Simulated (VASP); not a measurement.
# Ta (Im-3m) in VASP: further runs, part 2 of 2

VASP 6.6.1. Earlier steps stand in the parts before.

## 3. Single point, LDA (volume scaled by 1.02)

INCAR reads:

```
SYSTEM = Ta
ALGO = Fast
EDIFF = 1E-6
ENCUT = 520
GGA = CA
ISIF = 2
ISMEAR = -1
LASPH = .TRUE.
LCHARG = .FALSE.
LREAL = .FALSE.
LWAVE = .FALSE.
NBANDS = 12
NELM = 80
PREC = Accurate
SIGMA = 0.15
```

KPOINTS reads:

```
k-points
0
G
  20 20 20
  0 0 0
```

POSCAR reads:

```
Ta
1.0
   -1.6385877298      1.6385877298      1.6385877298
    1.6385877298     -1.6385877298      1.6385877298
    1.6385877298      1.6385877298     -1.6385877298
Ta
1
Direct
    0.0000000000      0.0000000000      0.0000000000
```

Potentials or basis: VASP PAW LDA potentials, release 64 (Ta_pv).

Started as:

```
> cat potpaw_LDA.64/Ta_pv/POTCAR > POTCAR
> mpirun -np 1 vasp_std > vasp.out
```

OUTCAR:

```text
SYSTEM = Ta
   EDIFF = 1E-6
   ENCUT = 520
   GGA = CA
   ISIF = 2
   ISMEAR = -1
   LASPH = .TRUE.
   LREAL = .FALSE.
   NELM = 80
   PREC = Accurate

 ion  position               nearest neighbor table
   1  0.000  0.000  0.000-

  LATTYP: Found a body centered cubic cell.
 ALAT       =     3.2771754596

  Lattice vectors:

 A1 = (  -1.6385877298,   1.6385877298,   1.6385877298)
 A2 = (   1.6385877298,  -1.6385877298,   1.6385877298)
 A3 = (   1.6385877298,   1.6385877298,  -1.6385877298)

Analysis of symmetry for initial positions (statically):
=====================================================================
 Subroutine PRICEL returns:
 Original cell was already a primitive cell.

 Routine SETGRP: Setting up the symmetry group for a
 body centered cubic supercell.

 Subroutine GETGRP returns: Found 48 space group operations
 (whereof 48 operations were pure point group operations)
 out of a pool of 48 trial point group operations.

The static configuration has the point symmetry O_h .

Analysis of symmetry for dynamics (positions and initial velocities):
=====================================================================
 Subroutine PRICEL returns:
 Original cell was already a primitive cell.

 Routine SETGRP: Setting up the symmetry group for a
 body centered cubic supercell.

 Subroutine GETGRP returns: Found 48 space group operations
 (whereof 48 operations were pure point group operations)
 out of a pool of 48 trial point group operations.

The dynamic configuration has the point symmetry O_h .

 Subroutine INISYM returns: Found 48 space group operations
 (whereof 48 operations are pure point group operations),
 and found     1 'primitive' translations

----------------------------------------------------------------------------------------

                                     Primitive cell

  volume of cell :      17.5982

  direct lattice vectors                    reciprocal lattice vectors
    -1.638587730  1.638587730  1.638587730     0.000000000  0.305140818  0.305140818
     1.638587730 -1.638587730  1.638587730     0.305140818  0.000000000  0.305140818
     1.638587730  1.638587730 -1.638587730     0.305140818  0.305140818  0.000000000

  length of vectors
     2.838117201  2.838117201  2.838117201     0.431534283  0.431534283  0.431534283

  position of ions in fractional coordinates (direct lattice)
     0.000000000  0.000000000  0.000000000

  ion indices of the primitive-cell ions
   primitive index   ion index
                 1           1

----------------------------------------------------------------------------------------

 KPOINTS: k-points

Automatic generation of k-mesh.
 Grid dimensions read from file:
 generate k-points for:   20   20   20

 Generating k-lattice:

  Cartesian coordinates                     Fractional coordinates (reciprocal lattice)
     0.000000000  0.015257041  0.015257041     0.050000000  0.000000000  0.000000000
     0.015257041  0.000000000  0.015257041     0.000000000  0.050000000  0.000000000
     0.015257041  0.015257041  0.000000000     0.000000000  0.000000000  0.050000000

  Length of vectors
     0.021576714  0.021576714  0.021576714

  Shift w.r.t. Gamma in fractional coordinates (k-lattice)
     0.000000000  0.000000000  0.000000000

 Subroutine IBZKPT returns following result:
 ===========================================

 Found    256 irreducible k-points:

 Following reciprocal coordinates:
            Coordinates               Weight
  0.000000  0.000000  0.000000      1.000000
  0.050000  0.000000  0.000000     12.000000
  0.100000  0.000000  0.000000     12.000000
  0.150000  0.000000  0.000000     12.000000
  0.200000  0.000000  0.000000     12.000000
  0.250000  0.000000  0.000000     12.000000
[... 16 lines left out ...]
  0.200000  0.100000  0.000000     48.000000
  0.250000  0.100000  0.000000     48.000000
 [... further k-points ...]
   k-points           NKPTS =    256   k-points in BZ     NKDIM =    256   number of bands    NBANDS=     12
   number of dos      NEDOS =    301   number of ions     NIONS =      1
   total plane-waves  NPLWV =  13824
   dimension x,y,z NGX =    24 NGY =   24 NGZ =   24
   dimension x,y,z NGXF=    48 NGYF=   48 NGZF=   48
   ions per type =               1
   NGX,Y,Z   is equivalent  to a cutoff of  14.06, 14.06, 14.06 a.u.
   NGXF,Y,Z  is equivalent  to a cutoff of  28.12, 28.12, 28.12 a.u.
 SYSTEM =  Ta
   PREC   = accura    normal or accurate (medium, high low for compatibility)
   ISTART =      0    job   : 0-new  1-cont  2-samecut
   ICHARG =      2    charge: 1-file 2-atom 10-const
   ISPIN  =      1    spin polarized calculation?
   LNONCOLLINEAR =      F non collinear calculations
   LSORBIT =      F    spin-orbit coupling
   LASPH  =      T    aspherical Exc in radial PAW
   ENCUT  =  520.0 eV  38.22 Ry    6.18 a.u.   5.28  5.28  5.28*2*pi/ulx,y,z
   NELM   =     80;   NELMIN=  2; NELMDL= -5     # of ELM steps
   EDIFF  = 0.1E-05   stopping-criterion for ELM
   LREAL  =      F    real-space projection
   EDIFFG = 0.1E-04   stopping-criterion for IOM
   NSW    =      0    number of steps for IOM
   IBRION =     -1    ionic relax: 0-MD 1-quasi-New 2-CG
   NFREE  =      0    steps in history (QN), initial steepest desc. (CG)
   ISIF   =      2    stress and relaxation
   ISYM   =      2    0-nonsym 1-usesym 2-fastsym
   POTIM  = 0.5000    time-step for ionic-motion
   TEBEG  =    0.0;   TEEND  =   0.0 temperature during run
   PSTRESS=    0.0 pullay stress
   NELECT =      11.0000    total number of electrons
   NUPDOWN=      -1.0000    fix difference up-down
   EMIN   =  10.00;   EMAX   =-10.00  energy-range for DOS
   EFERMI =   0.00;   METHOD = LEGACY
   ISMEAR =    -1;   SIGMA  =   0.15  broadening in eV -4-tet -1-fermi 0-gaus
   EFERMI_NEDOS =   21; number of points for ismear=-14 and -15
   IALGO  =     68    algorithm
   IMIX   =      4    mixing-type and parameters
     AMIX     =   0.40;   BMIX     =  1.00
     AMIX_MAG =   1.60;   BMIX_MAG =  1.00
  volume/ion in A,a.u.               =      17.60       118.76
  Fermi-wavevector in a.u.,A,eV,Ry     =   1.399746  2.645137 26.657759  1.959290
  Thomas-Fermi vector in A             =   2.522775
   LORBIT       =      0    0 simple, 1 ext, 2 COOP (PROOUT), +10 PAW based schemes
   GGA     = CA    functional components
   LHFCALC =     F    Hartree Fock is set to
   AEXX    =    0.0000 exact exchange contribution
   IVDW    =     0    specifies the selected vdW correction
   LEPSILON=     F    determine dielectric tensor
   LRPA    =     F    only Hartree local field effects (RPA)
 non-spin polarized calculation
 RMM-DIIS sequential band-by-band and
  energy-cutoff  :      520.00
  volume of cell :       17.60
 maximum number of plane-waves:       490
 NGX is ok and might be reduce to    24
   NGX = 11   NGY = 11   NGZ = 11

 number of electron      11.0000002 magnetization

 Free energy of the ion-electron system (eV)
  ---------------------------------------------------
  ext. energy  EPLUGINS =         0.00000000
  ---------------------------------------------------
  free energy    TOTEN  =       -12.87181705 eV

  energy without entropy =      -12.77852690  energy(sigma->0) =      -12.82517197

 E-fermi :   5.6226     XC(G=0): -12.9137

 val. band max:        5.6144453355   @ k =   0.1000   0.1000   0.0000
 cond. band min:       5.6313198245   @ k =   0.3500   0.1500   0.1500
 fundamental gap:      0.0168744890
 Fermi energy:         5.6225562553

 k-point     1 :       0.0000    0.0000    0.0000
  band No.  band energies     occupation
      1     -27.2107      2.00000
      2     -27.2107      2.00000
      3     -27.2107      2.00000
      4      -2.3359      2.00000
      5       6.2653      0.02717
      6       6.2653      0.02717
      7       6.2653      0.02717
      8       9.6055      0.00000
      9       9.6055      0.00000
     10      20.7769      0.00000
     11      20.7770      0.00000
     12      20.7770      0.00000

 k-point     2 :       0.0500    0.0000    0.0000
  band No.  band energies     occupation
      1     -27.2454      2.00000
      2     -27.2213      2.00000
      3     -27.2109      2.00000
      4      -2.2196      2.00000
      5       6.1900      0.04451
      6       6.2459      0.03087
      7       6.3788      0.01284
      8       9.4792      0.00000
      9       9.6055      0.00000
     10      20.8832      0.00000
     11      20.9787      0.00000
     12      21.0893      0.00000
[... 316 lines left out ...]
 k-point    24 :       0.2500    0.1000    0.0000
  band No.  band energies     occupation
      1     -28.0944      2.00000
      2     -27.5008      2.00000
      3     -27.2618      2.00000
      4       0.9065      2.00000
      5       4.6159      1.99757
      6       5.1635      1.91045
      7       8.8912      0.00000
      8      10.2508      0.00000
      9      10.5147      0.00000
     10      19.3564      0.00000
     11      20.1856      0.00000
     12      21.7319      0.00000

 [... further k-points ...]
[... 5 lines left out ...]
  --------------------------------------------------------------------------------------
  -------------------------------------------------------------------------------------
  Total       -0.3640078     -0.3640078     -0.3640078      0.0000000      0.0000000     -0.0000000
  in kB      -33.1399752    -33.1399752    -33.1399752      0.0000000      0.0000000     -0.0000000
  external PRESSURE =     -33.1399752 kB  Pullay stress =       0.0000000 kB

 VOLUME and BASIS-vectors are now :
 -----------------------------------------------------------------------------
  energy-cutoff  :      520.00
  volume of cell :       17.60
      direct lattice vectors                 reciprocal lattice vectors
    -1.638587730  1.638587730  1.638587730     0.000000000  0.305140818  0.305140818
     1.638587730 -1.638587730  1.638587730     0.305140818  0.000000000  0.305140818
     1.638587730  1.638587730 -1.638587730     0.305140818  0.305140818  0.000000000

 POSITION                                       TOTAL-FORCE (eV/Angst)
 -----------------------------------------------------------------------------------
      0.00000      0.00000      0.00000         0.000000      0.000000     -0.000000
 -----------------------------------------------------------------------------------
    total drift:                                0.000000      0.000000     -0.000000

  FREE ENERGIE OF THE ION-ELECTRON SYSTEM (eV)
  ---------------------------------------------------
  free  energy   TOTEN  =       -12.8718170512 eV

  energy  without entropy=      -12.7785268963  energy(sigma->0) =      -12.82517197
```

It took 33 s on 1 thread of Intel Xeon 6975P-C, shared host; peak memory 0.17 GiB.

Results:

```yaml
Free_energy: -12.8718 eV
Pressure: -3.3 GPa
```

Caveat: the cell differs from its parent crystal (volume scaled by 1.02); spin-orbit coupling is left out, which moves the levels of the heavy elements.

## 4. Relaxation of cell and atoms, LDA, target pressure 11 GPa, at which the enthalpy is minimised

This run uses another cell than the first one, of 16.88 Å³/atom, 0.978 times its volume.

INCAR reads:

```
  ALGO = Fast
  EDIFF = 1E-6
  EDIFFG = -0.001
  ENCUT = 600
  GGA = CA
  IBRION = 2
  ISIF = 3
  ISMEAR = -1
  LASPH = True
  LCHARG = False
  LREAL = False
  LWAVE = False
  NELM = 100
  NSW = 80
  PREC = Accurate
  PSTRESS = 110.0
  SIGMA = 0.15
```

KPOINTS reads:

```
k-points
0
Gamma
  20 20 20
```

POSCAR reads:

```
Ta
1.0
   -1.6158551899      1.6158551899      1.6158551899
    1.6158551899     -1.6158551899      1.6158551899
    1.6158551899      1.6158551899     -1.6158551899
Ta
1
Direct
    0.0000000000      0.0000000000      0.0000000000
```

Potentials or basis: VASP PAW LDA potentials, release 64 (Ta_pv).

Started as:

```
> cat potpaw_LDA.64/Ta_pv/POTCAR > POTCAR
> mpirun -np 1 vasp_std > vasp.out
```

OUTCAR:

```text
EDIFF = 1E-6
   EDIFFG = -0.001
   ENCUT = 600
   GGA = CA
   IBRION = 2
   ISIF = 3
   ISMEAR = -1
   LASPH = True
   LREAL = False
   NELM = 100
   NSW = 80
   PREC = Accurate
   PSTRESS = 110.0

 ion  position               nearest neighbor table
   1  0.000  0.000  0.000-

  LATTYP: Found a body centered cubic cell.
 ALAT       =     3.2317103798

  Lattice vectors:

 A1 = (  -1.6158551899,   1.6158551899,   1.6158551899)
 A2 = (   1.6158551899,  -1.6158551899,   1.6158551899)
 A3 = (   1.6158551899,   1.6158551899,  -1.6158551899)

Analysis of symmetry for initial positions (statically):
=====================================================================
 Subroutine PRICEL returns:
 Original cell was already a primitive cell.

 Routine SETGRP: Setting up the symmetry group for a
 body centered cubic supercell.

 Subroutine GETGRP returns: Found 48 space group operations
 (whereof 48 operations were pure point group operations)
 out of a pool of 48 trial point group operations.

The static configuration has the point symmetry O_h .

Analysis of symmetry for dynamics (positions and initial velocities):
=====================================================================
 Subroutine PRICEL returns:
 Original cell was already a primitive cell.

 Routine SETGRP: Setting up the symmetry group for a
 body centered cubic supercell.

 Subroutine GETGRP returns: Found 48 space group operations
 (whereof 48 operations were pure point group operations)
 out of a pool of 48 trial point group operations.

The dynamic configuration has the point symmetry O_h .

 Subroutine INISYM returns: Found 48 space group operations
 (whereof 48 operations are pure point group operations),
 and found     1 'primitive' translations

[... 117 lines left out ...]
   GGA     = CA    functional components
   LHFCALC =     F    Hartree Fock is set to
   AEXX    =    0.0000 exact exchange contribution
   IVDW    =     0    specifies the selected vdW correction
   LEPSILON=     F    determine dielectric tensor
   LRPA    =     F    only Hartree local field effects (RPA)
 conjugate gradient relaxation of ions
 non-spin polarized calculation
 RMM-DIIS sequential band-by-band and
  energy-cutoff  :      600.00
  volume of cell :       16.88
 maximum number of plane-waves:       586
   NGX = 11   NGY = 11   NGZ = 11

--------------------------------------- Ionic step        1  -------------------------------------------

 number of electron      10.9999998 magnetization

 Free energy of the ion-electron system (eV)
  ---------------------------------------------------
  ext. energy  EPLUGINS =         0.00000000
  ---------------------------------------------------
  free energy    TOTEN  =       -12.86660173 eV

  energy without entropy =      -12.77678339  energy(sigma->0) =      -12.82169256

------------------------ aborting loop because EDIFF is reached ----------------------------------------

  FORCE on cell =-STRESS in cart. coord.  units (eV):
  Direction    XX          YY          ZZ          XY          YZ          ZX
  --------------------------------------------------------------------------------------
  -------------------------------------------------------------------------------------
  Total        0.6300454      0.6300454      0.6300454      0.0000000      0.0000000      0.0000000
  in kB       59.8156918     59.8156918     59.8156918      0.0000000      0.0000000      0.0000000
  external PRESSURE =     -50.1843082 kB  Pullay stress =     110.0000000 kB
[... 98 lines left out ...]
--------------------------------------- Ionic step        4  -------------------------------------------

 number of electron      10.9999999 magnetization

 Free energy of the ion-electron system (eV)
  ---------------------------------------------------
  ext. energy  EPLUGINS =         0.00000000
  ---------------------------------------------------
  free energy    TOTEN  =       -12.84859403 eV

  energy without entropy =      -12.76039829  energy(sigma->0) =      -12.80449616

 E-fermi :   6.1619     XC(G=0): -13.2357

 val. band max:        6.1618888733   @ k =   0.3000   0.0500   0.0500
 cond. band min:       6.1655026939   @ k =  -0.2000   0.3000   0.1000
 fundamental gap:      0.0036138206
 Fermi energy:         6.1619115908

 k-point     1 :       0.0000    0.0000    0.0000
  band No.  band energies     occupation
      1     -26.4226      2.00000
      2     -26.4226      2.00000
      3     -26.4226      2.00000
      4      -2.0231      2.00000
      5       6.7942      0.02910
      6       6.7942      0.02910
      7       6.7942      0.02910
      8      10.3671      0.00000
      9      10.3671      0.00000
[... 265 lines left out ...]
 k-point    24 :       0.2500    0.1000    0.0000
  band No.  band energies     occupation
      1     -27.5054      2.00000
      2     -26.7752      2.00000
      3     -26.4870      2.00000
      4       1.3473      2.00000
      5       5.0088      1.99908
      6       5.6797      1.92278
      7       9.6059      0.00000
      8      11.0983      0.00000
      9      11.4153      0.00000

 [... further k-points ...]
[... 5 lines left out ...]
  --------------------------------------------------------------------------------------
  -------------------------------------------------------------------------------------
  Total        1.1347485      1.1347485      1.1347485      0.0000000      0.0000000     -0.0000000
  in kB      109.9587983    109.9587983    109.9587983      0.0000000      0.0000000     -0.0000000
  external PRESSURE =      -0.0412017 kB  Pullay stress =     110.0000000 kB
[... 20 lines left out ...]
  energy  without entropy=      -12.7603982944  energy(sigma->0) =      -12.80449616

  enthalpy is  TOTEN    =       -11.7134203279 eV   P V=        1.1351737045

 reached required accuracy - stopping structural energy minimisation
```

OSZICAR:

```text
N       E                     dE             d eps       ncg     rms          rms(c)
DAV:   1     0.499887835317E+02    0.49989E+02   -0.71060E+03  4616   0.132E+03
DAV:   2    -0.126528997594E+02   -0.62642E+02   -0.61651E+02  6034   0.262E+02
[... 33 lines left out ...]
RMM:   9    -0.128490495841E+02   -0.21949E-06   -0.31432E-06  3504   0.201E-02
   3 F= -.11713419E+02 E0= -.11669305E+02  d E =-.545943E-02
       N       E                     dE             d eps       ncg     rms          rms(c)
DAV:   1    -0.128486052161E+02    0.44415E-03   -0.35449E-04  5533   0.278E-01    0.307E-02
RMM:   2    -0.128485960398E+02    0.91763E-05   -0.10583E-05  4593   0.377E-02    0.103E-02
RMM:   3    -0.128485939562E+02    0.20836E-05   -0.81400E-06  4510   0.314E-02    0.504E-03
RMM:   4    -0.128485940324E+02   -0.76177E-07   -0.43167E-07  2615   0.867E-03
   4 F= -.11713420E+02 E0= -.11669322E+02  d E =-.546097E-02
```

CONTCAR:

```text
Ta
   1.00000000000000
    -1.6048708029890300    1.6048708029890300    1.6048708029890300
     1.6048708029890300   -1.6048708029890300    1.6048708029890300
     1.6048708029890300    1.6048708029890300   -1.6048708029890300
  Ta
     1
Direct
     1.0000000000000000    0.0000000000000000    1.0000000000000000

  0.00000000E+00  0.00000000E+00  0.00000000E+00
```

Wall time 86 s (1 thread of Intel Xeon 6975P-C, shared host); peak memory 0.19 GiB.

Results:

```yaml
Free_energy: -12.8486 eV
Relaxed_volume: 16.53 Å³/atom
Relaxed_cell: a = 2.780 Å, b = 2.780 Å, c = 2.780 Å, α = 109.47°, β = 109.47°, γ = 109.47°
Space_group_after_relaxing_to_0.05_Å: Im-3m (No. 229)
Energy_change_on_relaxing_the_enthalpy_is_what_falls: +18.0 meV/atom
Ionic_steps: 4
Pressure_after_relaxing: 11.0 GPa
```

The path:
| step | energy change (eV) | largest force (eV/Å) | pressure (GPa) | volume (Å³) |
| --- | --- | --- | --- | --- |
| 1 | 0.0000 | 0.0000 | 5.98 | 16.88 |
| 2 | 0.1254 | 0.0000 | 27.36 | 15.62 |
| 3 | 0.0176 | 0.0000 | 10.90 | 16.54 |
| 4 | 0.0180 | 0.0000 | 11.00 | 16.53 |

Final structure:
```
Ta
1.0
    -1.60487    1.60487    1.60487
     1.60487   -1.60487    1.60487
     1.60487    1.60487   -1.60487
Ta
1
Direct
  0.00000 0.00000 0.00000
```

Levels at points of the mesh, in eV from the Fermi level:
```
           k point  band 3  band 4  band 5  band 6  band 7  band 8  band 9
(0.00, 0.00, 0.00)  -32.58   -8.19    0.63    0.63    0.63    4.21    4.21
(0.50, 0.00, 0.00)  -32.60   -4.80   -1.89    2.15    4.15    5.27    8.60
(0.50, 0.50, 0.50)  -33.67   -4.39   -4.39    7.48    7.48    7.48    9.55
```

Caveat: the cell is relaxed towards a set pressure, so the enthalpy falls and the energy may rise; spin-orbit coupling is left out, which moves the levels of the heavy elements. Zero-point motion and thermal expansion aren't in these numbers.

## 5. Summary

| task | cell | cutoff (eV) | gap on the mesh (eV) | pressure (GPa) |
| --- | --- | --- | --- | --- |
| single point | a = 2.819 Å, angles 109.5°, 1 atom | 520 | none | 0.9 |
| single point | a = 2.838 Å, angles 109.5°, 1 atom | 520 | none | -3.3 |
| relaxation of cell and atoms | relaxed to 11 GPa from a = 2.799 Å, angles 109.5°, 1 atom | 600 | none | 11.0 |

Alike in all rows: level LDA; potentials or basis VASP PAW LDA potentials, release 64 (Ta_pv); no spin polarisation; k mesh 20 × 20 × 20; smearing fermi-dirac 0.15 eV.

Caveats: spin-orbit coupling is left out, which moves the levels of the heavy elements; the cell is relaxed towards a set pressure, so the enthalpy falls and the energy may rise (some runs).

Absolute energies hang on the potentials; compare differences alone.
